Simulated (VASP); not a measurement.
# Re2P3 (P-3m1) in VASP: single point with PBE+D3(BJ)

Aim: the single point of Re2P3 with PBE+D3(BJ).

Program: VASP 6.6.1. These are calculated values, not measurements. Logs are shortened: lines on timing, memory, paths and dates and some standing lists are left out, and cuts for length are marked.

## (1) The cell of the first run

It takes space group P-3m1 (No. 164, trigonal). Conventional cell: a = 2.940 Å, b = 2.940 Å, c = 9.462 Å, α = 90.00°, β = 90.00°, γ = 120.00°. Within 3.2 Å of Re (site symmetry 3m) lie 6 P at 2.39 to 2.54 Å and 6 Re at 2.94 Å. Within 3.2 Å of P (site symmetry 3m) lie 3 Re at 2.39 Å and 9 P at 2.89 to 2.94 Å. P (site symmetry -3m) has 6 Re at 2.54 Å and 6 P at 2.94 Å within 3.3 Å.

## (2) Single point, PBE+D3(BJ)

File INCAR:

```
SYSTEM = Re2P3
PREC = Accurate
ENCUT = 560
EDIFF = 1E-6
ISMEAR = 0
SIGMA = 0.1
LREAL = .FALSE.
LASPH = .TRUE.
NELM = 120
ALGO = Normal
ISIF = 2
LWAVE = .FALSE.
LCHARG = .TRUE.
GGA = PE
IVDW = 12
LELF = .TRUE.
LVHAR = .TRUE.
NBANDS = 30
GGA_COMPAT = .FALSE.
```

File KPOINTS:

```
regular mesh
0
G
  12 12 4
  0 0 0
```

File POSCAR:

```
Re2P3
1.0
    2.9401391555      0.0000000000      0.0000000000
   -1.4700695778      2.5462351994      0.0000000000
    0.0000000000      0.0000000000      9.4622437886
Re P
2 3
Direct
    0.3333333333      0.6666666667      0.8008062470
    0.6666666667      0.3333333333      0.1991937530
    0.6666666667      0.3333333333      0.6234214686
    0.0000000000      0.0000000000      0.0000000000
    0.3333333333      0.6666666667      0.3765785314
```

Potentials or basis: VASP PAW PBE potentials, release 64 (Re_sv_GW, P).

Command:

```console
$ cat potpaw_PBE.64/Re_sv_GW/POTCAR potpaw_PBE.64/P/POTCAR > POTCAR
$ mpirun -np 1 vasp_std > vasp.out
```

OUTCAR:

```text
SYSTEM = Re2P3
   PREC = Accurate
   ENCUT = 560
   EDIFF = 1E-6
   ISMEAR = 0
   LREAL = .FALSE.
   LASPH = .TRUE.
   NELM = 120
   ISIF = 2
   GGA = PE
   IVDW = 12
 IVDW          = 12

 ion  position               nearest neighbor table
   1  0.333  0.667  0.801-   3 2.39   3 2.39   3 2.39   4 2.54   4 2.54   4 2.54
   2  0.667  0.333  0.199-   5 2.39   5 2.39   5 2.39   4 2.54   4 2.54   4 2.54
   3  0.667  0.333  0.623-   1 2.39   1 2.39   1 2.39   5 2.89   5 2.89   5 2.89
   4  0.000  0.000  0.000-   1 2.54   2 2.54   2 2.54   1 2.54   2 2.54   1 2.54
   5  0.333  0.667  0.377-   2 2.39   2 2.39   2 2.39   3 2.89   3 2.89   3 2.89

  LATTYP: Found a hexagonal cell.
 ALAT       =     2.9401391555
 C/A-ratio  =     3.2182979404

  Lattice vectors:

 A1 = (   2.9401391555,   0.0000000000,   0.0000000000)
 A2 = (  -1.4700695778,   2.5462351994,   0.0000000000)
 A3 = (   0.0000000000,   0.0000000000,   9.4622437886)

Analysis of symmetry for initial positions (statically):
=====================================================================
 Subroutine PRICEL returns:
 Original cell was already a primitive cell.

 Routine SETGRP: Setting up the symmetry group for a
 hexagonal supercell.

 Subroutine GETGRP returns: Found 12 space group operations
 (whereof 12 operations were pure point group operations)
 out of a pool of 24 trial point group operations.

The static configuration has the point symmetry D_3d.

Analysis of symmetry for dynamics (positions and initial velocities):
=====================================================================
 Subroutine PRICEL returns:
 Original cell was already a primitive cell.

 Routine SETGRP: Setting up the symmetry group for a
 hexagonal supercell.

 Subroutine GETGRP returns: Found 12 space group operations
 (whereof 12 operations were pure point group operations)
 out of a pool of 24 trial point group operations.

The dynamic configuration has the point symmetry D_3d.

 Subroutine INISYM returns: Found 12 space group operations
 (whereof 12 operations are pure point group operations),
 and found     1 'primitive' translations

----------------------------------------------------------------------------------------

                                     Primitive cell

  volume of cell :      70.8371

  direct lattice vectors                    reciprocal lattice vectors
     2.940139155  0.000000000  0.000000000     0.340119956  0.196368348  0.000000000
    -1.470069578  2.546235199  0.000000000     0.000000000  0.392736696  0.000000000
     0.000000000  0.000000000  9.462243789     0.000000000  0.000000000  0.105683179

  length of vectors
     2.940139155  2.940139156  9.462243789     0.392736696  0.392736696  0.105683179

  position of ions in fractional coordinates (direct lattice)
     0.333333333  0.666666667  0.800806247
     0.666666667  0.333333333  0.199193753
     0.666666667  0.333333333  0.623421469
     0.000000000  0.000000000  0.000000000
     0.333333333  0.666666667  0.376578531

  ion indices of the primitive-cell ions
   primitive index   ion index
                 1           1
                 2           2
                 3           3
                 4           4
                 5           5

----------------------------------------------------------------------------------------

 KPOINTS: regular mesh

Automatic generation of k-mesh.
 Grid dimensions read from file:
 generate k-points for:   12   12    4

 Generating k-lattice:

  Cartesian coordinates                     Fractional coordinates (reciprocal lattice)
     0.028343330  0.016364029  0.000000000     0.083333333 -0.000000000  0.000000000
     0.000000000  0.032728058  0.000000000     0.000000000  0.083333333  0.000000000
     0.000000000  0.000000000  0.026420795     0.000000000  0.000000000  0.250000000

  Length of vectors
     0.032728058  0.032728058  0.026420795

  Shift w.r.t. Gamma in fractional coordinates (k-lattice)
     0.000000000  0.000000000  0.000000000

 Subroutine IBZKPT returns following result:
 ===========================================

 Found     69 irreducible k-points:

 Following reciprocal coordinates:
            Coordinates               Weight
  0.000000  0.000000  0.000000      1.000000
  0.083333  0.000000  0.000000      6.000000
  0.166667  0.000000  0.000000      6.000000
  0.250000  0.000000  0.000000      6.000000
  0.333333  0.000000  0.000000      6.000000
  0.416667  0.000000  0.000000      6.000000
[... 16 lines left out ...]
  0.166667  0.000000  0.250000      6.000000
  0.000000  0.166667  0.250000      6.000000
 [... further k-points ...]
   k-points           NKPTS =     69   k-points in BZ     NKDIM =     69   number of bands    NBANDS=     30
   number of dos      NEDOS =    301   number of ions     NIONS =      5
   total plane-waves  NPLWV =  46080
   dimension x,y,z NGX =    24 NGY =   24 NGZ =   80
   dimension x,y,z NGXF=    48 NGYF=   48 NGZF=  160
   ions per type =               2   3
   NGX,Y,Z   is equivalent  to a cutoff of  13.57, 13.57, 14.06 a.u.
   NGXF,Y,Z  is equivalent  to a cutoff of  27.14, 27.14, 28.11 a.u.
 SYSTEM =  Re2P3
   PREC   = accura    normal or accurate (medium, high low for compatibility)
   ISTART =      0    job   : 0-new  1-cont  2-samecut
   ICHARG =      2    charge: 1-file 2-atom 10-const
   ISPIN  =      1    spin polarized calculation?
   LNONCOLLINEAR =      F non collinear calculations
   LSORBIT =      F    spin-orbit coupling
   LASPH  =      T    aspherical Exc in radial PAW
   ENCUT  =  560.0 eV  41.16 Ry    6.42 a.u.   5.67  5.67 18.26*2*pi/ulx,y,z
   NELM   =    120;   NELMIN=  2; NELMDL= -5     # of ELM steps
   EDIFF  = 0.1E-05   stopping-criterion for ELM
   LREAL  =      F    real-space projection
   EDIFFG = 0.1E-04   stopping-criterion for IOM
   NSW    =      0    number of steps for IOM
   IBRION =     -1    ionic relax: 0-MD 1-quasi-New 2-CG
   NFREE  =      0    steps in history (QN), initial steepest desc. (CG)
   ISIF   =      2    stress and relaxation
   ISYM   =      2    0-nonsym 1-usesym 2-fastsym
   POTIM  = 0.5000    time-step for ionic-motion
   TEBEG  =    0.0;   TEEND  =   0.0 temperature during run
   PSTRESS=    0.0 pullay stress
   NELECT =      45.0000    total number of electrons
   NUPDOWN=      -1.0000    fix difference up-down
   EMIN   =  10.00;   EMAX   =-10.00  energy-range for DOS
   EFERMI =   0.00;   METHOD = LEGACY
   ISMEAR =     0;   SIGMA  =   0.10  broadening in eV -4-tet -1-fermi 0-gaus
   EFERMI_NEDOS =   21; number of points for ismear=-14 and -15
   IALGO  =     38    algorithm
   IMIX   =      4    mixing-type and parameters
     AMIX     =   0.40;   BMIX     =  1.00
     AMIX_MAG =   1.60;   BMIX_MAG =  1.00
  volume/ion in A,a.u.               =      14.17        95.61
  Fermi-wavevector in a.u.,A,eV,Ry     =   1.407318  2.659445 26.946926  1.980543
  Thomas-Fermi vector in A             =   2.529589
   LORBIT       =      0    0 simple, 1 ext, 2 COOP (PROOUT), +10 PAW based schemes
   GGA     = PE    functional components
   LHFCALC =     F    Hartree Fock is set to
   AEXX    =    0.0000 exact exchange contribution
   IVDW    =    12    specifies the selected vdW correction
   LEPSILON=     F    determine dielectric tensor
   LRPA    =     F    only Hartree local field effects (RPA)
 non-spin polarized calculation
 Gauss-broadening in eV      SIGMA  =   0.10
  energy-cutoff  :      560.00
  volume of cell :       70.84
 maximum number of plane-waves:      2151
 NGX is ok and might be reduce to    24
   NGX = 11   NGY = 11   NGZ = 37

 number of electron      44.9999999 magnetization

 Free energy of the ion-electron system (eV)
  ---------------------------------------------------
  ext. energy  EPLUGINS =         0.00000000
  ---------------------------------------------------
  free energy    TOTEN  =       -44.08238089 eV

  energy without entropy =      -44.06423192  energy(sigma->0) =      -44.07330641

 E-fermi :  11.3152     XC(G=0): -12.6432

 val. band max:       11.2989355931   @ k =   0.3333   0.0833   0.5000
 cond. band min:      11.3161108187   @ k =   0.2500   0.0833   0.0000
 fundamental gap:      0.0171752257
 Fermi energy:        11.3152406946

 k-point     1 :       0.0000    0.0000    0.0000
  band No.  band energies     occupation
      1     -68.6389      2.00000
      2     -68.6388      2.00000
      3     -30.5328      2.00000
      4     -30.5192      2.00000
      5     -30.3209      2.00000
      6     -30.3209      2.00000
[... 22 lines left out ...]
     29      17.6473      0.00000
     30      17.6473      0.00000

 k-point     2 :       0.0833    0.0000    0.0000
  band No.  band energies     occupation
      1     -68.6367      2.00000
      2     -68.6366      2.00000
      3     -30.5268      2.00000
      4     -30.5137      2.00000
      5     -30.3561      2.00000
      6     -30.3557      2.00000
[... 22 lines left out ...]
     29      17.0329      0.00000
     30      17.5946      0.00000

 k-point     3 :       0.1667    0.0000    0.0000
  band No.  band energies     occupation
      1     -68.6307      2.00000
      2     -68.6306      2.00000
      3     -30.5104      2.00000
      4     -30.4992      2.00000
      5     -30.4518      2.00000
      6     -30.4513      2.00000
[... 22 lines left out ...]
     29      15.9403      0.00000
     30      17.3919      0.00000

 k-point     4 :       0.2500    0.0000    0.0000
  band No.  band energies     occupation
      1     -68.6224      2.00000
      2     -68.6223      2.00000
      3     -30.5814      2.00000
      4     -30.5805      2.00000
      5     -30.4877      2.00000
      6     -30.4781      2.00000
[... 616 lines left out ...]
     29      16.7980      0.00000
     30      17.3538      0.00000

 k-point    23 :       0.1667    0.0000    0.2500
  band No.  band energies     occupation
      1     -68.6306      2.00000
      2     -68.6306      2.00000
      3     -30.5105      2.00000
      4     -30.4994      2.00000
      5     -30.4518      2.00000
      6     -30.4513      2.00000
[... 22 lines left out ...]
     29      15.4969      0.00000
     30      17.4971      0.00000

 k-point    24 :       0.0000    0.1667    0.2500
  band No.  band energies     occupation
      1     -68.6307      2.00000
      2     -68.6306      2.00000
      3     -30.5105      2.00000
      4     -30.4994      2.00000
      5     -30.4518      2.00000
      6     -30.4513      2.00000
[... 22 lines left out ...]
     29      16.4457      0.00000
     30      16.7767      0.00000

 [... further k-points ...]

------------------------ aborting loop because EDIFF is reached ----------------------------------------

 Edisp (eV)   -2.85422

 E8    (eV) :    -1.2363

  FORCE on cell =-STRESS in cart. coord.  units (eV):
  Direction    XX          YY          ZZ          XY          YZ          ZX
  --------------------------------------------------------------------------------------
  -------------------------------------------------------------------------------------
  Total      -0.35349    -0.35349    -0.35152     0.00000     0.00000    -0.00000
  in kB      -7.99510    -7.99510    -7.95065     0.00000     0.00000    -0.00000
  external pressure =       -7.98 kB  Pullay stress =        0.00 kB

 VOLUME and BASIS-vectors are now :
 -----------------------------------------------------------------------------
  energy-cutoff  :      560.00
  volume of cell :       70.84
      direct lattice vectors                 reciprocal lattice vectors
     2.940139155  0.000000000  0.000000000     0.340119956  0.196368348  0.000000000
    -1.470069578  2.546235199  0.000000000     0.000000000  0.392736696  0.000000000
     0.000000000  0.000000000  9.462243789     0.000000000  0.000000000  0.105683179

 POSITION                                       TOTAL-FORCE (eV/Angst)
 -----------------------------------------------------------------------------------
     -0.00000      1.69749      7.57742         0.000000     -0.000000     -0.007631
      1.47007      0.84875      1.88482        -0.000000      0.000000      0.007631
      1.47007      0.84875      5.89897         0.000000      0.000000      0.032434
      0.00000      0.00000      0.00000         0.000000      0.000000      0.000000
     -0.00000      1.69749      3.56328         0.000000      0.000000     -0.032434
 -----------------------------------------------------------------------------------
    total drift:                               -0.000000      0.000000      0.000000

  FREE ENERGIE OF THE ION-ELECTRON SYSTEM (eV)
  ---------------------------------------------------
  free  energy   TOTEN  =       -46.9366028057 eV

  energy  without entropy=      -46.9184538305  energy(sigma->0) =      -46.92752832
```

Run time: 1.8 min. Hardware: 1 thread of Intel Xeon 6975P-C (Granite Rapids), shared host; peak memory 0.3 GiB.

Results:

```
Free energy                : -46.9366 eV
Pressure                   : -0.8 GPa
Largest force              : 0.032 eV/Å
Band gap on the k mesh     : zero (an odd number of electrons rules out a gap without spin polarisation)
Dispersion energy per atom : -0.571 eV
```

Forces in eV/Å, atoms in the order of the input:
```
Re   0.000  0.000 -0.008
Re   0.000  0.000  0.008
P    0.000  0.000  0.032
P    0.000  0.000  0.000
P    0.000  0.000 -0.032
```

Caveat: spin-orbit coupling is left out, which moves the levels of the heavy elements; an odd number of electrons without spin polarisation forces a metal; a magnetic or distorted state may lie lower.
